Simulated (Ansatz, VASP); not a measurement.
One calculation of MnO, two programs

```
Mn O
1.0
     0.00000    2.25935    2.25935
     2.25935    0.00000    2.25935
     2.25935    2.25935    0.00000
Mn O
1 1
Direct
  0.00000 0.00000 0.00000
  0.50000 0.50000 0.50000
```

Alike in both runs: task single point; functional RPBE; dispersion D4; k mesh 10 × 10 × 10; occupations gaussian, width 0.05 eV; collinear spin; Hubbard terms Mn d U = 3.9 eV.

|  | VASP | Ansatz |
| --- | --- | --- |
| version | VASP 6.6.1 | Ansatz 0.2.0 |
| potentials or method | VASP PAW PBE potentials, release 64 (Mn_pv, O), cutoff 520 eV | scalar-relativistic, plane waves, PAW |
| valence electrons in the cell | 19 | 21 |

```csv
,VASP,Ansatz,Ansatz less VASP
gap on the k mesh at the Fermi level (eV),0.17,0.07,-0.100
least direct gap on the mesh (eV),2.36,2.25,-0.118
pressure (GPa),-1.5,-0.1,+1.41
net moment per atom (μB),2.50,2.50,0.000
size of the moment on the site where the two differ most (μB),4.64,4.33,-0.313
```

VASP's potentials were made for PBE, not for RPBE. Site moments also hang on the region over which each program counts them. The programs project onto different local orbitals, so the same U acts differently, and such runs can settle in different states. VASP's potentials hold 19 valence electrons a cell and Ansatz's 21, so a difference there can come from the potentials and not from the codes. Ansatz's warnings: stability check not made.
